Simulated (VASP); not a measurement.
# PbS (Galena) in VASP: further runs

PbS (Galena) is run at these levels: PBE; tasks: single point.

Everything below comes from runs of VASP 6.6.1. Logs are shortened: lines on timing, memory, paths and dates and some standing lists are left out, and cuts for length are marked.

## (1) The cell of the first run

Symmetry: Fm-3m, No. 225, cubic system. Conventional cell: a = 5.931 Å, b = 5.931 Å, c = 5.931 Å, α = 90.00°, β = 90.00°, γ = 90.00°. Pb (site symmetry m-3m) has 6 S at 2.97 Å within 3.9 Å. S (site symmetry m-3m) has 6 Pb at 2.97 Å within 3.9 Å.

## (2) Single point, PBE

Input file INCAR:

```
  PREC = Accurate
  ENCUT = 520
  EDIFF = 1E-6
  ISMEAR = -1
  SIGMA = 0.1
  LREAL = False
  LASPH = True
  NELM = 100
  ALGO = Normal
  ISIF = 2
  LWAVE = False
  LCHARG = False
  GGA = PE
  NBANDS = 17
```

Input file KPOINTS:

```
Automatic mesh
0
Gamma
  6 6 6
```

Input file POSCAR:

```
PbS
1.0
    0.0000000000      2.9657500000      2.9657500000
    2.9657500000      0.0000000000      2.9657500000
    2.9657500000      2.9657500000      0.0000000000
Pb S
1 1
Direct
    0.0000000000      0.0000000000      0.0000000000
    0.5000000000      0.5000000000      0.5000000000
```

Potentials or basis: VASP PAW PBE potentials, release 64 (Pb_d, S).

Launch:

```
> cat potpaw_PBE.64/Pb_d/POTCAR potpaw_PBE.64/S/POTCAR > POTCAR
> mpirun -np 1 vasp_std > vasp.out
```

OUTCAR:

```text
PREC = Accurate
   ENCUT = 520
   EDIFF = 1E-6
   ISMEAR = -1
   LREAL = False
   LASPH = True
   NELM = 100
   ISIF = 2
   GGA = PE

 ion  position               nearest neighbor table
   1  0.000  0.000  0.000-   2 2.97   2 2.97   2 2.97   2 2.97   2 2.97   2 2.97
   2  0.500  0.500  0.500-   1 2.97   1 2.97   1 2.97   1 2.97   1 2.97   1 2.97

  LATTYP: Found a face centered cubic cell.
 ALAT       =     5.9315000000

  Lattice vectors:

 A1 = (   0.0000000000,   2.9657500000,   2.9657500000)
 A2 = (   2.9657500000,   0.0000000000,   2.9657500000)
 A3 = (   2.9657500000,   2.9657500000,   0.0000000000)

Analysis of symmetry for initial positions (statically):
=====================================================================
 Subroutine PRICEL returns:
 Original cell was already a primitive cell.

 Routine SETGRP: Setting up the symmetry group for a
 face centered cubic supercell.

 Subroutine GETGRP returns: Found 48 space group operations
 (whereof 48 operations were pure point group operations)
 out of a pool of 48 trial point group operations.

The static configuration has the point symmetry O_h .

Analysis of symmetry for dynamics (positions and initial velocities):
=====================================================================
 Subroutine PRICEL returns:
 Original cell was already a primitive cell.

 Routine SETGRP: Setting up the symmetry group for a
 face centered cubic supercell.

 Subroutine GETGRP returns: Found 48 space group operations
 (whereof 48 operations were pure point group operations)
 out of a pool of 48 trial point group operations.

The dynamic configuration has the point symmetry O_h .

 Subroutine INISYM returns: Found 48 space group operations
 (whereof 48 operations are pure point group operations),
 and found     1 'primitive' translations

----------------------------------------------------------------------------------------

                                     Primitive cell

  volume of cell :      52.1715

  direct lattice vectors                    reciprocal lattice vectors
     0.000000000  2.965750000  2.965750000    -0.168591419  0.168591419  0.168591419
     2.965750000  0.000000000  2.965750000     0.168591419 -0.168591419  0.168591419
     2.965750000  2.965750000  0.000000000     0.168591419  0.168591419 -0.168591419

  length of vectors
     4.194203873  4.194203873  4.194203873     0.292008903  0.292008903  0.292008903

  position of ions in fractional coordinates (direct lattice)
     0.000000000  0.000000000  0.000000000
     0.500000000  0.500000000  0.500000000

  ion indices of the primitive-cell ions
   primitive index   ion index
                 1           1
                 2           2

----------------------------------------------------------------------------------------

 KPOINTS: Automatic mesh

Automatic generation of k-mesh.
 Grid dimensions read from file:
 generate k-points for:    6    6    6

 Generating k-lattice:

  Cartesian coordinates                     Fractional coordinates (reciprocal lattice)
    -0.028098570  0.028098570  0.028098570     0.166666667  0.000000000  0.000000000
     0.028098570 -0.028098570  0.028098570     0.000000000  0.166666667  0.000000000
     0.028098570  0.028098570 -0.028098570     0.000000000  0.000000000  0.166666667

  Length of vectors
     0.048668150  0.048668150  0.048668150

  Shift w.r.t. Gamma in fractional coordinates (k-lattice)
     0.000000000  0.000000000  0.000000000

 Subroutine IBZKPT returns following result:
 ===========================================

 Found     16 irreducible k-points:

 Following reciprocal coordinates:
            Coordinates               Weight
  0.000000  0.000000  0.000000      1.000000
  0.166667  0.000000  0.000000      8.000000
  0.333333  0.000000  0.000000      8.000000
  0.500000  0.000000  0.000000      4.000000
  0.166667  0.166667  0.000000      6.000000
  0.333333  0.166667  0.000000     24.000000
[... 8 lines left out ...]
 -0.333333  0.333333  0.166667     24.000000
 -0.333333  0.500000  0.166667     12.000000
   k-points           NKPTS =     16   k-points in BZ     NKDIM =     16   number of bands    NBANDS=     17
   number of dos      NEDOS =    301   number of ions     NIONS =      2
   total plane-waves  NPLWV =  32768
   dimension x,y,z NGX =    32 NGY =   32 NGZ =   32
   dimension x,y,z NGXF=    64 NGYF=   64 NGZF=   64
   ions per type =               1   1
   NGX,Y,Z   is equivalent  to a cutoff of  12.68, 12.68, 12.68 a.u.
   NGXF,Y,Z  is equivalent  to a cutoff of  25.37, 25.37, 25.37 a.u.
 SYSTEM =  unknown system
   PREC   = accura    normal or accurate (medium, high low for compatibility)
   ISTART =      0    job   : 0-new  1-cont  2-samecut
   ICHARG =      2    charge: 1-file 2-atom 10-const
   ISPIN  =      1    spin polarized calculation?
   LNONCOLLINEAR =      F non collinear calculations
   LSORBIT =      F    spin-orbit coupling
   LASPH  =      T    aspherical Exc in radial PAW
   ENCUT  =  520.0 eV  38.22 Ry    6.18 a.u.   7.80  7.80  7.80*2*pi/ulx,y,z
   NELM   =    100;   NELMIN=  2; NELMDL= -5     # of ELM steps
   EDIFF  = 0.1E-05   stopping-criterion for ELM
   LREAL  =      F    real-space projection
   EDIFFG = 0.1E-04   stopping-criterion for IOM
   NSW    =      0    number of steps for IOM
   IBRION =     -1    ionic relax: 0-MD 1-quasi-New 2-CG
   NFREE  =      0    steps in history (QN), initial steepest desc. (CG)
   ISIF   =      2    stress and relaxation
   ISYM   =      2    0-nonsym 1-usesym 2-fastsym
   POTIM  = 0.5000    time-step for ionic-motion
   TEBEG  =    0.0;   TEEND  =   0.0 temperature during run
   PSTRESS=    0.0 pullay stress
   NELECT =      20.0000    total number of electrons
   NUPDOWN=      -1.0000    fix difference up-down
   EMIN   =  10.00;   EMAX   =-10.00  energy-range for DOS
   EFERMI =   0.00;   METHOD = LEGACY
   ISMEAR =    -1;   SIGMA  =   0.10  broadening in eV -4-tet -1-fermi 0-gaus
   EFERMI_NEDOS =   21; number of points for ismear=-14 and -15
   IALGO  =     38    algorithm
   IMIX   =      4    mixing-type and parameters
     AMIX     =   0.40;   BMIX     =  1.00
     AMIX_MAG =   1.60;   BMIX_MAG =  1.00
  volume/ion in A,a.u.               =      26.09       176.04
  Fermi-wavevector in a.u.,A,eV,Ry     =   1.189251  2.247359 19.242973  1.414319
  Thomas-Fermi vector in A             =   2.325363
   LORBIT       =      0    0 simple, 1 ext, 2 COOP (PROOUT), +10 PAW based schemes
   GGA     = PE    functional components
   LHFCALC =     F    Hartree Fock is set to
   AEXX    =    0.0000 exact exchange contribution
   IVDW    =     0    specifies the selected vdW correction
   LEPSILON=     F    determine dielectric tensor
   LRPA    =     F    only Hartree local field effects (RPA)
 non-spin polarized calculation
  energy-cutoff  :      520.00
  volume of cell :       52.17
 maximum number of plane-waves:      1420
   NGX = 15   NGY = 15   NGZ = 15

 number of electron      19.9999998 magnetization

 Free energy of the ion-electron system (eV)
  ---------------------------------------------------
  ext. energy  EPLUGINS =         0.00000000
  ---------------------------------------------------
  free energy    TOTEN  =        -8.75867272 eV

  energy without entropy =       -8.75564217  energy(sigma->0) =       -8.75715745

 E-fermi :   6.0019     XC(G=0):  -9.6846

 val. band max:        5.8181579226   @ k =   0.5000   0.0000   0.0000
 cond. band min:       6.1847080107   @ k =   0.5000   0.0000   0.0000
 fundamental gap:      0.3665500881
 Fermi energy:         6.0019082571

 k-point     1 :       0.0000    0.0000    0.0000
  band No.  band energies     occupation
      1     -11.0020      2.00000
      2     -11.0020      2.00000
      3     -11.0020      2.00000
      4     -10.9858      2.00000
      5     -10.9858      2.00000
      6      -7.7803      2.00000
[... 9 lines left out ...]
     16      12.5508      0.00000
     17      14.4769      0.00000

 k-point     2 :       0.1667    0.0000    0.0000
  band No.  band energies     occupation
      1     -11.0008      2.00000
      2     -10.9997      2.00000
      3     -10.9997      2.00000
      4     -10.9844      2.00000
      5     -10.9844      2.00000
      6      -7.5470      2.00000
[... 9 lines left out ...]
     16      13.1569      0.00000
     17      16.3542      0.00000

 k-point     3 :       0.3333    0.0000    0.0000
  band No.  band energies     occupation
      1     -11.0123      2.00000
      2     -11.0123      2.00000
      3     -10.9993      2.00000
      4     -10.9642      2.00000
      5     -10.9642      2.00000
      6      -6.9556      2.00000
[... 9 lines left out ...]
     16      14.5602      0.00000
     17      18.0765      0.00000

 k-point     4 :       0.5000    0.0000    0.0000
  band No.  band energies     occupation
      1     -11.0196      2.00000
      2     -11.0196      2.00000
      3     -10.9989      2.00000
      4     -10.9530      2.00000
      5     -10.9530      2.00000
      6      -6.5407      2.00000
[... 9 lines left out ...]
     16      15.9421      0.00000
     17      16.3669      0.00000
[... 183 lines left out ...]
      1     -11.0648      2.00000
      2     -11.0029      2.00000
      3     -10.9910      2.00000
      4     -10.9612      2.00000
      5     -10.9576      2.00000
      6      -6.4905      2.00000
[... 9 lines left out ...]
     16      16.4470      0.00000
     17      16.7773      0.00000

 k-point    15 :      -0.3333    0.3333    0.1667
  band No.  band energies     occupation
      1     -11.0756      2.00000
      2     -10.9963      2.00000
      3     -10.9815      2.00000
      4     -10.9798      2.00000
      5     -10.9483      2.00000
      6      -6.1950      2.00000
[... 9 lines left out ...]
     16      17.2176      0.00000
     17      17.6045      0.00000

 k-point    16 :      -0.3333    0.5000    0.1667
  band No.  band energies     occupation
      1     -11.1090      2.00000
      2     -11.0068      2.00000
      3     -10.9767      2.00000
      4     -10.9636      2.00000
      5     -10.9411      2.00000
      6      -6.0802      2.00000
[... 9 lines left out ...]
     16      17.6627      0.00000
     17      18.0732      0.00000

------------------------ aborting loop because EDIFF is reached ----------------------------------------

  FORCE on cell =-STRESS in cart. coord.  units (eV):
  Direction    XX          YY          ZZ          XY          YZ          ZX
  --------------------------------------------------------------------------------------
  -------------------------------------------------------------------------------------
  Total        0.6724638      0.6724638      0.6724638     -0.0000000      0.0000000      0.0000000
  in kB       20.6512274     20.6512274     20.6512274     -0.0000000      0.0000000      0.0000000
  external PRESSURE =      20.6512274 kB  Pullay stress =       0.0000000 kB

 VOLUME and BASIS-vectors are now :
 -----------------------------------------------------------------------------
  energy-cutoff  :      520.00
  volume of cell :       52.17
      direct lattice vectors                 reciprocal lattice vectors
     0.000000000  2.965750000  2.965750000    -0.168591419  0.168591419  0.168591419
     2.965750000  0.000000000  2.965750000     0.168591419 -0.168591419  0.168591419
     2.965750000  2.965750000  0.000000000     0.168591419  0.168591419 -0.168591419

 POSITION                                       TOTAL-FORCE (eV/Angst)
 -----------------------------------------------------------------------------------
      0.00000      0.00000      0.00000        -0.000000     -0.000000      0.000000
      2.96575      2.96575      2.96575         0.000000      0.000000     -0.000000
 -----------------------------------------------------------------------------------
    total drift:                                0.000000     -0.000000     -0.000000

  FREE ENERGIE OF THE ION-ELECTRON SYSTEM (eV)
  ---------------------------------------------------
  free  energy   TOTEN  =        -8.7586727241 eV

  energy  without entropy=       -8.7556421676  energy(sigma->0) =       -8.75715745
```

It took 5.1 s on 1 thread of Intel Xeon 6975P-C (Granite Rapids), shared host; peak memory 0.17 GiB.

What came out:

* Free energy: -8.7587 eV
* Pressure: 2.1 GPa
* Band gap on the k mesh: 0.37 eV, direct

Caveat: spin-orbit coupling is left out, which moves the levels of the heavy elements. A k mesh can miss the band edges.

## (3) Single point, PBE

Input file INCAR:

```
PREC = Accurate
ENCUT = 520
EDIFF = 1E-6
ISMEAR = -1
SIGMA = 0.1
LREAL = False
LASPH = True
NELM = 100
ALGO = Normal
ISIF = 2
LWAVE = False
LCHARG = False
GGA = PE
NBANDS = 17
```

KPOINTS is that of step 2.

POSCAR, as its differences from that of step 2:

```diff
@@ -8,3 +8,3 @@
 Direct
-    0.0000000000      0.0000000000      0.0000000000
+   -0.0168591419     -0.0168591419      0.0168591419
     0.5000000000      0.5000000000      0.5000000000
```

Potentials or basis: VASP PAW PBE potentials, release 64 (Pb_d, S).

Launch:

```
> cat potpaw_PBE.64/Pb_d/POTCAR potpaw_PBE.64/S/POTCAR > POTCAR
> mpirun -np 1 vasp_std > vasp.out
```

It took 7.9 s on 1 thread of Intel Xeon 6975P-C (Granite Rapids), shared host; peak memory 0.18 GiB.

The run converged. Its results:

```yaml
Free_energy: -8.7561 eV
Pressure: 2.2 GPa
Largest_force: 0.059 eV/Å
Band_gap_on_the_k_mesh: 0.47 eV, direct
```

Forces in eV/Å, atoms in the order of the input:
```
Pb   0.000  0.000  0.059
S    0.000  0.000 -0.059
```

Stress tensor (GPa, compression positive):
```
2.07 0.00 0.00
0.00 2.07 0.00
0.00 0.00 2.51
```

Levels at points of the mesh, in eV from the valence-band top:
```
           k point  band 7  band 8  band 9  band 10  band 11  band 12  band 13  band 14
(0.00, 0.00, 0.00)   -5.98   -2.14   -2.12    -2.12     5.18     5.18     5.28     6.78
(0.50, 0.00, 0.00)   -8.79   -1.77   -1.74     0.00     0.47     2.02     2.07     8.68
(0.50, 0.50, 0.00)   -7.22   -5.08   -3.40    -3.40     3.91     5.64     5.74     5.74
(0.00, 0.50, 0.50)   -7.15   -5.15   -3.39    -3.38     3.82     5.62     5.77     5.83
```

Caveat: spin-orbit coupling is left out, which moves the levels of the heavy elements.

(Part 1 of 3 ends here.)
